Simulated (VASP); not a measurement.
# Cu (Fm-3m) in VASP: a series of runs, part 2 of 3

VASP 6.6.1.

### Step 3. Electric field gradients, PBEsol (volume scaled by 1.01)

The input, INCAR:

```
PREC = Accurate
ENCUT = 520
EDIFF = 1E-8
ISMEAR = -1
SIGMA = 0.03
LREAL = F
LASPH = T
NELM = 80
ALGO = Normal
ISIF = 2
LWAVE = F
LCHARG = F
GGA = PS
LEFG = T
NBANDS = 12
```

The input, KPOINTS:

```
Automatic mesh
0
Gamma
  17 17 17
```

The input, POSCAR:

```
Cu
1.0
    0.0000000000      1.8135050275      1.8135050275
    1.8135050275      0.0000000000      1.8135050275
    1.8135050275      1.8135050275      0.0000000000
Cu
1
Direct
    0.0000000000      0.0000000000      0.0000000000
```

Potentials or basis: VASP PAW PBE potentials, release 64 (Cu).

Launch:

```
> cat potpaw_PBE.64/Cu/POTCAR > POTCAR
> mpirun -np 1 vasp_std > vasp.out
```

OUTCAR:

```text
PREC = Accurate
   ENCUT = 520
   EDIFF = 1E-8
   ISMEAR = -1
   LREAL = F
   LASPH = T
   NELM = 80
   ISIF = 2
   GGA = PS

 ion  position               nearest neighbor table
   1  0.000  0.000  0.000-

  LATTYP: Found a face centered cubic cell.
 ALAT       =     3.6270100550

  Lattice vectors:

 A1 = (   0.0000000000,   1.8135050275,   1.8135050275)
 A2 = (   1.8135050275,   0.0000000000,   1.8135050275)
 A3 = (   1.8135050275,   1.8135050275,   0.0000000000)

Analysis of symmetry for initial positions (statically):
=====================================================================
 Subroutine PRICEL returns:
 Original cell was already a primitive cell.

 Routine SETGRP: Setting up the symmetry group for a
 face centered cubic supercell.

 Subroutine GETGRP returns: Found 48 space group operations
 (whereof 48 operations were pure point group operations)
 out of a pool of 48 trial point group operations.

The static configuration has the point symmetry O_h .

Analysis of symmetry for dynamics (positions and initial velocities):
=====================================================================
 Subroutine PRICEL returns:
 Original cell was already a primitive cell.

 Routine SETGRP: Setting up the symmetry group for a
 face centered cubic supercell.

 Subroutine GETGRP returns: Found 48 space group operations
 (whereof 48 operations were pure point group operations)
 out of a pool of 48 trial point group operations.

The dynamic configuration has the point symmetry O_h .

 Subroutine INISYM returns: Found 48 space group operations
 (whereof 48 operations are pure point group operations),
 and found     1 'primitive' translations

----------------------------------------------------------------------------------------

                                     Primitive cell

  volume of cell :      11.9285

  direct lattice vectors                    reciprocal lattice vectors
     0.000000000  1.813505027  1.813505027    -0.275709189  0.275709189  0.275709189
     1.813505027  0.000000000  1.813505027     0.275709189 -0.275709189  0.275709189
     1.813505027  1.813505027  0.000000000     0.275709189  0.275709189 -0.275709189

  length of vectors
     2.564683405  2.564683405  2.564683405     0.477542323  0.477542323  0.477542323

  position of ions in fractional coordinates (direct lattice)
     0.000000000  0.000000000  0.000000000

  ion indices of the primitive-cell ions
   primitive index   ion index
                 1           1

----------------------------------------------------------------------------------------

 KPOINTS: Automatic mesh

Automatic generation of k-mesh.
 Grid dimensions read from file:
 generate k-points for:   17   17   17

 Generating k-lattice:

  Cartesian coordinates                     Fractional coordinates (reciprocal lattice)
    -0.016218188  0.016218188  0.016218188     0.058823529  0.000000000  0.000000000
[... 66 lines left out ...]
   ISYM   =      2    0-nonsym 1-usesym 2-fastsym
   POTIM  = 0.5000    time-step for ionic-motion
   TEBEG  =    0.0;   TEEND  =   0.0 temperature during run
   PSTRESS=    0.0 pullay stress
   NELECT =      11.0000    total number of electrons
   NUPDOWN=      -1.0000    fix difference up-down
   EMIN   =  10.00;   EMAX   =-10.00  energy-range for DOS
   EFERMI =   0.00;   METHOD = LEGACY
   ISMEAR =    -1;   SIGMA  =   0.03  broadening in eV -4-tet -1-fermi 0-gaus
   EFERMI_NEDOS =   21; number of points for ismear=-14 and -15
   IALGO  =     38    algorithm
   IMIX   =      4    mixing-type and parameters
     AMIX     =   0.40;   BMIX     =  1.00
     AMIX_MAG =   1.60;   BMIX_MAG =  1.00
  volume/ion in A,a.u.               =      11.93        80.50
  Fermi-wavevector in a.u.,A,eV,Ry     =   1.593469  3.011220 34.547146  2.539144
  Thomas-Fermi vector in A             =   2.691694
   LORBIT       =      0    0 simple, 1 ext, 2 COOP (PROOUT), +10 PAW based schemes
   GGA     = PS    functional components
   LHFCALC =     F    Hartree Fock is set to
   AEXX    =    0.0000 exact exchange contribution
   IVDW    =     0    specifies the selected vdW correction
   LEPSILON=     F    determine dielectric tensor
   LRPA    =     F    only Hartree local field effects (RPA)
 non-spin polarized calculation
  energy-cutoff  :      520.00
  volume of cell :       11.93
 maximum number of plane-waves:       332
   NGX =  9   NGY =  9   NGZ =  9

 number of electron      10.9999998 magnetization

 Free energy of the ion-electron system (eV)
  ---------------------------------------------------
  ext. energy  EPLUGINS =         0.00000000
  ---------------------------------------------------
  free energy    TOTEN  =        -4.29470936 eV

  energy without entropy =       -4.29381134  energy(sigma->0) =       -4.29426035

 E-fermi :   7.3481     XC(G=0): -12.8509

 val. band max:        7.2290639240   @ k =  -0.4706   0.1176   0.0588
 cond. band min:       7.3660032333   @ k =  -0.3529   0.1765   0.0000
 fundamental gap:      0.1369393093
 Fermi energy:         7.3480590357

 k-point     1 :       0.0000    0.0000    0.0000
  band No.  band energies     occupation
      1      -2.0355      2.00000
      2       4.2719      2.00000
      3       4.2719      2.00000
      4       4.2719      2.00000
      5       5.0906      2.00000
      6       5.0906      2.00000
      7      29.7809      0.00000
      8      32.3168      0.00000
      9      32.3168      0.00000
     10      32.3168      0.00000
     11      34.7851      0.00000
     12      34.7851      0.00000
[... 331 lines left out ...]
 k-point    24 :      -0.1176    0.0588    0.0000
  band No.  band energies     occupation
      1      -1.2552      2.00000
      2       4.1117      2.00000
      3       4.4007      2.00000
      4       4.4047      2.00000
      5       4.9860      2.00000
      6       5.1268      2.00000
      7      25.3789      0.00000
      8      27.8985      0.00000
      9      31.5045      0.00000
     10      32.7443      0.00000
     11      35.3237      0.00000
     12      35.7433      0.00000

 [... further k-points ...]
[... 5 lines left out ...]
  --------------------------------------------------------------------------------------
  -------------------------------------------------------------------------------------
  Total       -0.5447880     -0.5447880     -0.5447880      0.0000000     -0.0000000      0.0000000
  in kB      -73.1731683    -73.1731683    -73.1731683      0.0000000     -0.0000000      0.0000000
  external PRESSURE =     -73.1731683 kB  Pullay stress =       0.0000000 kB

 VOLUME and BASIS-vectors are now :
 -----------------------------------------------------------------------------
  energy-cutoff  :      520.00
  volume of cell :       11.93
      direct lattice vectors                 reciprocal lattice vectors
     0.000000000  1.813505027  1.813505027    -0.275709189  0.275709189  0.275709189
     1.813505027  0.000000000  1.813505027     0.275709189 -0.275709189  0.275709189
     1.813505027  1.813505027  0.000000000     0.275709189  0.275709189 -0.275709189

 POSITION                                       TOTAL-FORCE (eV/Angst)
 -----------------------------------------------------------------------------------
      0.00000      0.00000      0.00000        -0.000000      0.000000      0.000000
 -----------------------------------------------------------------------------------
    total drift:                                0.000000      0.000000      0.000000

  FREE ENERGIE OF THE ION-ELECTRON SYSTEM (eV)
  ---------------------------------------------------
  free  energy   TOTEN  =        -4.2947093615 eV

  energy  without entropy=       -4.2938113428  energy(sigma->0) =       -4.29426035

 Electric field gradients (V/A^2)
---------------------------------------------------------------------
 ion       V_xx      V_yy      V_zz      V_xy      V_xz      V_yz
---------------------------------------------------------------------
   1       0.000    -0.000    -0.000     0.003     0.003     0.003
---------------------------------------------------------------------

 Electric field gradients after diagonalization (V/A^2)
 (convention: |V_zz| > |V_xx| > |V_yy|)
----------------------------------------------------------------------
 ion       V_xx      V_yy      V_zz     asymmetry (V_yy - V_xx)/ V_zz
----------------------------------------------------------------------
   1      -0.003    -0.003     0.005       0.000
----------------------------------------------------------------------

           NMR quadrupolar parameters

 Cq : quadrupolar parameter    Cq=e*Q*V_zz/h
 eta: asymmetry parameters     (V_yy - V_xx)/ V_zz
 Q  : nuclear electric quadrupole moment in mb (millibarn)
----------------------------------------------------------------------
 ion       Cq(MHz)       eta       Q (mb)
----------------------------------------------------------------------
   1       0.000       0.000       1.000
----------------------------------------------------------------------
```

stdout:

```text
POSCAR found type information on POSCAR Cu
 POSCAR found :  1 types and       1 ions
 scaLAPACK will be used
 -----------------------------------------------------------------------------
|                                                                             |
|                                                                             |
|     You enforced a specific xc type in the INCAR file but a different       |
|     I HOPE YOU KNOW WHAT YOU ARE DOING!                                     |
|                                                                             |
 -----------------------------------------------------------------------------

 LDA part: xc-table for (Slater+PW92), standard interpolation
 POSCAR, INCAR and KPOINTS ok, starting setup
 FFT: planning ... GRIDC
 FFT: planning ... GRID_SOFT
 FFT: planning ... GRID
 WAVECAR not read
 entering main loop
ion   1
```

It took 46 s on 1 thread of Intel Xeon 8259CL, shared host; peak memory 0.14 GiB.

What came out:

- Free energy: -4.2947 eV
- Pressure: -7.3 GPa

Levels at points of the mesh, in eV from the Fermi level:
```tsv
k point	band 2	band 3	band 4	band 5	band 6	band 7	band 8	band 9	band 10	band 11
(0.00, 0.00, 0.00)	-3.08	-3.08	-3.08	-2.26	-2.26	22.43	24.97	24.97	24.97	27.44
```

Caveat: without QUAD_EFG the Cq values of the log hold for a quadrupole moment of 1 mb, not for the nuclei; the PAW data sets were made with another functional, which shifts forces and pressure a little.

(Part 2 of 3 ends here.)
